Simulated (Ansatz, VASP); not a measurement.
**One calculation of Al3GaN4, two programs**

File INCAR:

```
SYSTEM = Al3GaN4
PREC = Accurate ; ENCUT = 520
EDIFF = 1E-6 ; ISMEAR = 0
SIGMA = 0.05 ; LREAL = Auto
LASPH = .True. ; NELM = 100
ALGO = Normal ; ISIF = 2
LWAVE = .False. ; LCHARG = .False.
GGA = PS ; NBANDS = 56
```

The input KPOINTS:

```
Automatic mesh
0
Gamma
  5 7 2
  0 0 0
```

The input POSCAR:

```
Al3GaN4
1.0
   -5.0434079721      0.0000000000     -0.0001149904
    0.0000000000     -3.1300738967      0.0000000000
   -0.0066093152      0.0000000000     16.8359838878
Al Ga N
6 2 8
Direct
    0.5001369341      0.5000000000      0.5369177146
    0.4999169813      0.5000000000      0.2151074773
    0.9991531795      0.5000000000      0.1080978585
    0.9993731323      0.5000000000      0.4299080958
    0.9993150623      1.0000000000      0.5898114328
    0.9990951095      1.0000000000      0.2680011955
    0.5006150849      1.0000000000      0.0538391428
    0.5008350377      1.0000000000      0.3756493801
    0.8888643517      1.0000000000      0.0538804467
    0.8890843046      1.0000000000      0.3756906840
    0.8779126143      0.5000000000      0.5368624593
    0.8776926614      0.5000000000      0.2150522220
    0.3749515887      0.5000000000      0.1098313736
    0.3751715416      0.5000000000      0.4316416108
    0.3772137430      1.0000000000      0.5880737219
    0.3769937902      1.0000000000      0.2662634846
```

Input for Ansatz:

```yaml
crystal:
  lattice:
    - [-5.0434079721, 0.0, -0.0001149904]
    - [0.0, -3.1300738967, 0.0]
    - [-0.0066093152, 0.0, 16.8359838878]
  atoms:
    - { symbol: Al, position: [0.5001369341, 0.5, 0.5369177146] }
    - { symbol: Al, position: [0.4999169813, 0.5, 0.2151074773] }
    - { symbol: Al, position: [0.9991531795, 0.5, 0.1080978585] }
    - { symbol: Al, position: [0.9993731323, 0.5, 0.4299080958] }
    - { symbol: Al, position: [0.9993150623, 1.0, 0.5898114328] }
    - { symbol: Al, position: [0.9990951095, 1.0, 0.2680011955] }
    - { symbol: Ga, position: [0.5006150849, 1.0, 0.0538391428] }
    - { symbol: Ga, position: [0.5008350377, 1.0, 0.3756493801] }
    - { symbol: "N", position: [0.8888643517, 1.0, 0.0538804467] }
    - { symbol: "N", position: [0.8890843046, 1.0, 0.375690684] }
    - { symbol: "N", position: [0.8779126143, 0.5, 0.5368624593] }
    - { symbol: "N", position: [0.8776926614, 0.5, 0.215052222] }
    - { symbol: "N", position: [0.3749515887, 0.5, 0.1098313736] }
    - { symbol: "N", position: [0.3751715416, 0.5, 0.4316416108] }
    - { symbol: "N", position: [0.377213743, 1.0, 0.5880737219] }
    - { symbol: "N", position: [0.3769937902, 1.0, 0.2662634846] }
basis:
  ecutwfc: 420
kpoints:
  mp_grid: { grid: [5, 7, 2] }
hamiltonian:
  xc: pbesol
scf:
  occupations: { method: gaussian, width: 0.05 }
output:
  forces: true
  stress: true
  eigenvalues: true
```

Alike in both runs: task single point; functional PBEsol; k mesh 5 × 7 × 2; occupations gaussian, width 0.05 eV; no spin polarisation.

```csv
,VASP,Ansatz
version,VASP 6.6.1,Ansatz 0.2.0
potentials or method,"VASP PAW PBE potentials, release 64 (Al, Ga_d, N), cutoff 520 eV","scalar-relativistic, plane waves, PAW"
valence electrons in the cell,84,84
```

VASP gave:

| Quantity | Value |
| --- | --- |
| gap on the k mesh at the Fermi level (eV) | 1.18 |
| least direct gap on the mesh (eV) | 1.21 |
| rms of the force components (eV/Å) | 0.760 |

Task: Estimate Ansatz's values.

Result: gap on the k mesh at the Fermi level (eV): 1.19; least direct gap on the mesh (eV): 1.22; rms of the force components (eV/Å): 0.762.

VASP's potentials were made for PBE, not for PBEsol. Atom by atom the forces differ by 0.007 eV/Å (rms over components). With one functional, cell and mesh, what is left measures potentials, basis and numerics.
